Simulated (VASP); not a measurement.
# TiPdSe4 (P4mm) in VASP: relaxation of cell and atoms with PBE

Aim: the relaxation of cell and atoms of TiPdSe4 with PBE.

Everything below comes from runs of VASP 6.6.1. Logs are shortened: lines on timing, memory, paths and dates and some standing lists are left out, and cuts for length are marked.

## (1) The cell of the first run

It takes space group P4mm (No. 99, tetragonal). The conventional cell has a = 4.842 Å, b = 4.842 Å, c = 6.720 Å, α = 90.00°, β = 90.00°, γ = 90.00°. Ti (site symmetry 4mm) has 4 Se at 2.56 Å within 3.4 Å. Pd (site symmetry 4mm) has 4 Se at 2.21 Å within 2.9 Å. Within 2.9 Å of Se (site symmetry m) lie 1 Pd at 2.21 Å and 4 Se at 2.30 to 2.54 Å and 1 Ti at 2.56 Å.

The cell was built from a structure type or drawn by symmetry, and may not be a known phase.

## (2) Relaxation of cell and atoms, PBE, collinear spin

Contents of INCAR:

```
SYSTEM = TiPdSe4
  PREC = Accurate
  ENCUT = 600
  EDIFF = 1E-7
  ISMEAR = 0
  SIGMA = 0.15
  LREAL = .False.
  LASPH = .True.
  NELM = 150
  ALGO = Normal
  ISIF = 3
  LWAVE = .False.
  LCHARG = .False.
  ISPIN = 2
  MAGMOM = 1 0 0 0 0 0
  LORBIT = 11
  LMAXMIX = 4
  GGA = PE
  IBRION = 2
  NSW = 36
  EDIFFG = -0.08
```

Contents of KPOINTS:

```
regular mesh
0
Gamma
  3 3 2
  0 0 0
```

Contents of POSCAR:

```
TiPdSe4
1.0
    4.8418827700      0.0000000000      0.0000000000
    0.0000000000      4.8418827700      0.0000000000
    0.0000000000      0.0000000000      6.7204816800
Ti Pd Se
1 1 4
Direct
    0.5000000000      0.5000000000      0.4638472900
    0.0000000000      0.0000000000      0.9693806000
    0.7621966100      0.7621966100      0.1920377500
    0.2378033900      0.2378033900      0.1920377500
    0.2378033900      0.7621966100      0.1920377500
    0.7621966100      0.2378033900      0.1920377500
```

Potentials or basis: VASP PAW PBE potentials, release 64 (Ti_sv, Pd, Se).

On the command line:

```console
cat potpaw_PBE.64/Ti_sv/POTCAR potpaw_PBE.64/Pd/POTCAR potpaw_PBE.64/Se/POTCAR > POTCAR
mpirun -np 1 vasp_std > vasp.out
```

OUTCAR:

```text
SYSTEM = TiPdSe4
   PREC = Accurate
   ENCUT = 600
   EDIFF = 1E-7
   ISMEAR = 0
   LREAL = .False.
   LASPH = .True.
   NELM = 150
   ISIF = 3
   ISPIN = 2
   LORBIT = 11
   GGA = PE
   IBRION = 2
   NSW = 36
   EDIFFG = -0.08

 ion  position               nearest neighbor table
   1  0.500  0.500  0.464-   3 2.56   4 2.56   5 2.56   6 2.56
   2  0.000  0.000  0.969-   3 2.21   4 2.21   5 2.21   6 2.21
   3  0.762  0.762  0.192-   2 2.21   5 2.30   6 2.30   6 2.54   5 2.54   1 2.56
   4  0.238  0.238  0.192-   2 2.21   5 2.30   6 2.30   5 2.54   6 2.54   1 2.56
   5  0.238  0.762  0.192-   2 2.21   3 2.30   4 2.30   3 2.54   4 2.54   1 2.56
   6  0.762  0.238  0.192-   2 2.21   3 2.30   4 2.30   3 2.54   4 2.54   1 2.56

  LATTYP: Found a simple tetragonal cell.
 ALAT       =     4.8418827700
 C/A-ratio  =     1.3879893420

  Lattice vectors:

 A1 = (   4.8418827700,   0.0000000000,   0.0000000000)
 A2 = (   0.0000000000,   4.8418827700,   0.0000000000)
 A3 = (   0.0000000000,   0.0000000000,   6.7204816800)

Analysis of symmetry for initial positions (statically):
=====================================================================
 Subroutine PRICEL returns:
 Original cell was already a primitive cell.

 Routine SETGRP: Setting up the symmetry group for a
 simple tetragonal supercell.

 Subroutine GETGRP returns: Found  8 space group operations
 (whereof  8 operations were pure point group operations)
 out of a pool of 16 trial point group operations.

The static configuration has the point symmetry C_4v.

Analysis of symmetry for dynamics (positions and initial velocities):
=====================================================================
 Subroutine PRICEL returns:
 Original cell was already a primitive cell.

 Routine SETGRP: Setting up the symmetry group for a
 simple tetragonal supercell.

 Subroutine GETGRP returns: Found  8 space group operations
 (whereof  8 operations were pure point group operations)
 out of a pool of 16 trial point group operations.

The dynamic configuration has the point symmetry C_4v.

Analysis of structural, dynamic, and magnetic symmetry:
=====================================================================
 Subroutine PRICEL returns:
 Original cell was already a primitive cell.

 Routine SETGRP: Setting up the symmetry group for a
 simple tetragonal supercell.

 Subroutine GETGRP returns: Found  8 space group operations
 (whereof  8 operations were pure point group operations)
 out of a pool of 16 trial point group operations.

The overall configuration has the point symmetry C_4v.

 Subroutine INISYM returns: Found  8 space group operations
 (whereof  8 operations are pure point group operations),
 and found     1 'primitive' translations

----------------------------------------------------------------------------------------

                                     Primitive cell

  volume of cell :     157.5538

  direct lattice vectors                    reciprocal lattice vectors
     4.841882770  0.000000000  0.000000000     0.206531229  0.000000000  0.000000000
     0.000000000  4.841882770  0.000000000     0.000000000  0.206531229  0.000000000
     0.000000000  0.000000000  6.720481680     0.000000000  0.000000000  0.148798858

  length of vectors
     4.841882770  4.841882770  6.720481680     0.206531229  0.206531229  0.148798858

  position of ions in fractional coordinates (direct lattice)
     0.500000000  0.500000000  0.463847290
     0.000000000  0.000000000  0.969380600
     0.762196610  0.762196610  0.192037750
     0.237803390  0.237803390  0.192037750
     0.237803390  0.762196610  0.192037750
     0.762196610  0.237803390  0.192037750

  ion indices of the primitive-cell ions
   primitive index   ion index
                 1           1
                 2           2
                 3           3
                 4           4
                 5           5
                 6           6

----------------------------------------------------------------------------------------

 KPOINTS: regular mesh

Automatic generation of k-mesh.
 Grid dimensions read from file:
 generate k-points for:    3    3    2

 Generating k-lattice:

  Cartesian coordinates                     Fractional coordinates (reciprocal lattice)
     0.068843743  0.000000000  0.000000000     0.333333333  0.000000000  0.000000000
     0.000000000  0.068843743  0.000000000     0.000000000  0.333333333  0.000000000
     0.000000000  0.000000000  0.074399429     0.000000000  0.000000000  0.500000000

  Length of vectors
     0.068843743  0.068843743  0.074399429

  Shift w.r.t. Gamma in fractional coordinates (k-lattice)
     0.000000000  0.000000000  0.000000000

 Subroutine IBZKPT returns following result:
 ===========================================

 Found      6 irreducible k-points:

 Following reciprocal coordinates:
            Coordinates               Weight
  0.000000  0.000000  0.000000      1.000000
  0.333333  0.000000  0.000000      4.000000
  0.333333  0.333333  0.000000      4.000000
  0.000000  0.000000  0.500000      1.000000
  0.333333  0.000000  0.500000      4.000000
  0.333333  0.333333  0.500000      4.000000
   k-points           NKPTS =      6   k-points in BZ     NKDIM =      6   number of bands    NBANDS=     28
   number of dos      NEDOS =    301   number of ions     NIONS =      6
   total plane-waves  NPLWV =  86400
   dimension x,y,z NGX =    40 NGY =   40 NGZ =   54
   dimension x,y,z NGXF=    80 NGYF=   80 NGZF=  108
   ions per type =               1   1   4
   NGX,Y,Z   is equivalent  to a cutoff of  13.73, 13.73, 13.36 a.u.
   NGXF,Y,Z  is equivalent  to a cutoff of  27.47, 27.47, 26.72 a.u.
 SYSTEM =  TiPdSe4
   PREC   = accura    normal or accurate (medium, high low for compatibility)
   ISTART =      0    job   : 0-new  1-cont  2-samecut
   ICHARG =      2    charge: 1-file 2-atom 10-const
   ISPIN  =      2    spin polarized calculation?
   LNONCOLLINEAR =      F non collinear calculations
   LSORBIT =      F    spin-orbit coupling
   LASPH  =      T    aspherical Exc in radial PAW
   ENCUT  =  600.0 eV  44.10 Ry    6.64 a.u.   9.67  9.67 13.42*2*pi/ulx,y,z
   NELM   =    150;   NELMIN=  2; NELMDL= -5     # of ELM steps
   EDIFF  = 0.1E-06   stopping-criterion for ELM
   LREAL  =      F    real-space projection
   EDIFFG = -.8E-01   stopping-criterion for IOM
   NSW    =     36    number of steps for IOM
   IBRION =      2    ionic relax: 0-MD 1-quasi-New 2-CG
   NFREE  =      1    steps in history (QN), initial steepest desc. (CG)
   ISIF   =      3    stress and relaxation
   ISYM   =      2    0-nonsym 1-usesym 2-fastsym
   POTIM  = 0.5000    time-step for ionic-motion
   TEBEG  =    0.0;   TEEND  =   0.0 temperature during run
   PSTRESS=    0.0 pullay stress
   NELECT =      46.0000    total number of electrons
   NUPDOWN=      -1.0000    fix difference up-down
   EMIN   =  10.00;   EMAX   =-10.00  energy-range for DOS
   EFERMI =   0.00;   METHOD = LEGACY
   ISMEAR =     0;   SIGMA  =   0.15  broadening in eV -4-tet -1-fermi 0-gaus
   EFERMI_NEDOS =   21; number of points for ismear=-14 and -15
   IALGO  =     38    algorithm
   IMIX   =      4    mixing-type and parameters
     AMIX     =   0.40;   BMIX     =  1.00
     AMIX_MAG =   1.60;   BMIX_MAG =  1.00
  volume/ion in A,a.u.               =      26.26       177.20
  Fermi-wavevector in a.u.,A,eV,Ry     =   1.086053  2.052343 16.048231  1.179512
  Thomas-Fermi vector in A             =   2.222181
   LORBIT       =     11    0 simple, 1 ext, 2 COOP (PROOUT), +10 PAW based schemes
   GGA     = PE    functional components
   LHFCALC =     F    Hartree Fock is set to
   AEXX    =    0.0000 exact exchange contribution
   IVDW    =     0    specifies the selected vdW correction
   LEPSILON=     F    determine dielectric tensor
   LRPA    =     F    only Hartree local field effects (RPA)
 conjugate gradient relaxation of ions
 spin polarized calculation
 Gauss-broadening in eV      SIGMA  =   0.15
  energy-cutoff  :      600.00
  volume of cell :      157.55
 maximum number of plane-waves:      5319
 NGX is ok and might be reduce to    40
   NGX = 19   NGY = 19   NGZ = 27

--------------------------------------- Ionic step        1  -------------------------------------------

 number of electron      46.0000006 magnetization      -0.0002103

 number of electron      46.0000006 magnetization       0.0001599

 Free energy of the ion-electron system (eV)
  ---------------------------------------------------
  ext. energy  EPLUGINS =         0.00000000
  ---------------------------------------------------
  free energy    TOTEN  =       -17.12417190 eV

  energy without entropy =      -17.04671372  energy(sigma->0) =      -17.08544281

------------------------ aborting loop because EDIFF is reached ----------------------------------------

  FORCE on cell =-STRESS in cart. coord.  units (eV):
  Direction    XX          YY          ZZ          XY          YZ          ZX
  --------------------------------------------------------------------------------------
  -------------------------------------------------------------------------------------
  Total       39.5812249     39.5812249     14.6841308      0.0000000      0.0000000     -0.0000000
  in kB      402.5046212    402.5046212    149.3240931      0.0000000      0.0000000     -0.0000000
  external PRESSURE =     318.1111118 kB  Pullay stress =       0.0000000 kB
[... 29 lines left out ...]
 number of electron      45.9999995 magnetization      -0.0113838

 number of electron      45.9999996 magnetization       1.2441271

 E-fermi :  -0.0881     XC(G=0):  -6.0969

 val. band max:       -0.0963865834   @ k =   0.0000   0.0000   0.0000
 cond. band min:      -0.0620608611   @ k =   0.3333   0.0000   0.5000
 fundamental gap:      0.0343257223
 Fermi energy:        -0.0881396257

 spin component 1

 k-point     1 :       0.0000    0.0000    0.0000
  band No.  band energies     occupation
      1     -58.0818      1.00000
      2     -34.4138      1.00000
      3     -34.4138      1.00000
      4     -34.3488      1.00000
      5     -14.0778      1.00000
      6     -12.6637      1.00000
[... 175 lines left out ...]
     27       0.4374      0.00000
     28       0.5354      0.00000
 Fermi energy:        -0.0881396257

 spin component 2

 k-point     1 :       0.0000    0.0000    0.0000
  band No.  band energies     occupation
      1     -56.9105      1.00000
      2     -33.3477      1.00000
      3     -33.3477      1.00000
      4     -32.9656      1.00000
      5     -14.1107      1.00000
      6     -12.7082      1.00000
[... 250 lines left out ...]
  FREE ENERGIE OF THE ION-ELECTRON SYSTEM (eV)
  ---------------------------------------------------
  free  energy   TOTEN  =       -23.8365872184 eV

  energy  without entropy=      -23.7764598559  energy(sigma->0) =      -23.80652354

[... ionic steps 4 to 32 ...]

--------------------------------------- Ionic step       33  -------------------------------------------

 number of electron      46.0000016 magnetization       0.0000000

 number of electron      46.0000016 magnetization      -0.0000000
[... 81 lines left out ...]
 number of electron      46.0000009 magnetization       0.0000000

 number of electron      46.0000009 magnetization      -0.0000000

 Free energy of the ion-electron system (eV)
  ---------------------------------------------------
  ext. energy  EPLUGINS =         0.00000000
  ---------------------------------------------------
  free energy    TOTEN  =       -26.79573146 eV

  energy without entropy =      -26.73739672  energy(sigma->0) =      -26.76656409

 E-fermi :   0.9427     XC(G=0):  -7.4290

 val. band max:        0.8660447107   @ k =   0.3333   0.0000   0.0000
 cond. band min:       1.0547712898   @ k =   0.3333   0.3333   0.0000
 fundamental gap:      0.1887265792
 Fermi energy:         0.9426781162

 spin component 1

 k-point     1 :       0.0000    0.0000    0.0000
  band No.  band energies     occupation
      1     -56.7681      1.00000
      2     -33.2025      1.00000
      3     -33.0090      1.00000
      4     -33.0090      1.00000
      5     -12.4559      1.00000
      6     -11.4243      1.00000
[... 175 lines left out ...]
     27       2.3042      0.00000
     28       2.3891      0.00000
 Fermi energy:         0.9426781162

 spin component 2

 k-point     1 :       0.0000    0.0000    0.0000
  band No.  band energies     occupation
      1     -56.7681      1.00000
      2     -33.2025      1.00000
      3     -33.0090      1.00000
      4     -33.0090      1.00000
      5     -12.4559      1.00000
      6     -11.4243      1.00000
[... 208 lines left out ...]
  FREE ENERGIE OF THE ION-ELECTRON SYSTEM (eV)
  ---------------------------------------------------
  free  energy   TOTEN  =       -26.7957314618 eV

  energy  without entropy=      -26.7373967182  energy(sigma->0) =      -26.76656409

 reached required accuracy - stopping structural energy minimisation

 total charge

# of ion       s       p       d       tot
------------------------------------------
    1        2.166   6.138   1.965  10.269
    2        0.447   0.453   8.543   9.442
    3        1.475   2.279   0.033   3.787
    4        1.475   2.279   0.033   3.787
    5        1.475   2.279   0.033   3.787
    6        1.475   2.279   0.033   3.787
--------------------------------------------------
tot          8.514  15.708  10.638  34.861

 magnetization (x)

# of ion       s       p       d       tot
------------------------------------------
    1       -0.000  -0.000  -0.000  -0.000
    2       -0.000  -0.000   0.000   0.000
    3       -0.000  -0.000  -0.000  -0.000
    4       -0.000  -0.000  -0.000  -0.000
    5       -0.000  -0.000  -0.000  -0.000
    6       -0.000  -0.000  -0.000  -0.000
--------------------------------------------------
tot         -0.000  -0.000  -0.000  -0.000
```

It took 85 min on 1 thread of Intel Xeon 8259CL, shared host; peak memory 0.4 GiB.

Results:

* Free energy: -26.7957 eV
* Relaxed volume: 35.60 Å³/atom
* Relaxed cell: a = 6.707 Å, b = 6.707 Å, c = 4.748 Å, α = 90.00°, β = 90.00°, γ = 90.00°
* Space group after relaxing (to 0.1 Å): P4mm (No. 99)
* Energy gained by relaxing: 1611.9 meV/atom
* Ionic steps: 35
* Pressure after relaxing: 0.1 GPa
* Largest force after relaxing: 0.078 eV/Å
* Band gap on the k mesh: 0.19 eV (least direct gap 0.38 eV)
* Net moment: 0.00 μB per cell
* Valence electrons inside the program's atomic spheres: Ti 10.27; Pd 9.44; Se 3.79

Forces in eV/Å, atoms in the order of the input:
```
Ti   0.000  0.000 -0.057
Pd   0.000  0.000  0.047
Se   0.055  0.055  0.003
Se  -0.055 -0.055  0.003
Se  -0.055  0.055  0.003
Se   0.055 -0.055  0.003
```

Stress tensor (GPa, compression positive):
```
 0.09  0.00  0.00
 0.00  0.09  0.00
 0.00  0.00 -0.01
```

Step by step:
```
step  energy change (eV)  largest force (eV/Å)  pressure (GPa)  volume (Å³)
   1              0.0000               12.2100           31.81       157.55
   2             -5.0013                2.9903           -4.31       306.12
   3             -6.7124                1.5361           -0.99       218.48
   4             -6.7175                1.5096           -0.82       217.14
   5             -6.7215                1.4686           -0.53       215.05
   6             -7.1340                0.9087           -0.18       213.27
   7             -8.1249                0.9812            1.89       204.36
   8             -8.9126                1.4738            2.61       168.69
   9             -9.0522                0.9260           -3.11       176.01
  10             -9.1061                0.8894           -1.32       173.36
  11             -9.1890                0.7344           -0.70       169.88
  12             -9.2298                0.4778            0.46       165.36
  13             -9.2568                0.5077            0.40       166.00
  14             -9.3399                0.5473            0.14       167.93
  15             -9.4540                0.6067           -0.55       171.84
  16             -9.4664                0.6182           -0.90       173.80
  17             -9.4850                0.5212           -0.54       173.49
  18             -9.5092                0.2209            0.46       172.64
  19             -9.5094                0.1881            0.57       172.56
  20             -9.5208                0.1738            0.56       173.32
  21             -9.5514                0.1258            0.59       175.59
  22             -9.5942                0.1367            0.72       180.08
  23             -9.6139                0.2381            1.26       188.84
  24             -9.6309                0.2303            0.66       192.60
  25             -9.6394                0.2248           -0.46       200.70
  26             -9.6406                0.2244           -0.20       198.66
  27             -9.6461                0.1659           -0.11       199.42
  28             -9.6504                0.1693            0.10       200.96
  29             -9.6523                0.1611            0.07       201.64
  30             -9.6573                0.1349            0.00       203.70
  31             -9.6645                0.0840           -0.15       207.83
  32             -9.6671                0.1077           -0.42       216.15
  33             -9.6682                0.0930           -0.32       213.12
  34             -9.6706                0.0823           -0.13       213.36
  35             -9.6716                0.0782            0.06       213.59
```

Final structure:
```
Ti Pd Se
1.0
     6.70676    0.00000    0.00000
     0.00000    6.70676    0.00000
     0.00000    0.00000    4.74839
Ti Pd Se
1 1 4
Direct
  0.50000 0.50000 0.30170
  0.00000 0.00000 0.17778
  0.74253 0.74253 0.18047
  0.25747 0.25747 0.18047
  0.25747 0.74253 0.18047
  0.74253 0.25747 0.18047
```

Caveat: the k points lie up to 0.66 Å⁻¹ apart in the final cell; the volume moved by over 15 % at a fixed basis, so the end points are rough; an odd mesh through Γ misses points on the zone boundary, where band edges can lie; the relaxation stopped at a loose force limit of 0.08 eV/Å, so its end isn't a converged minimum.
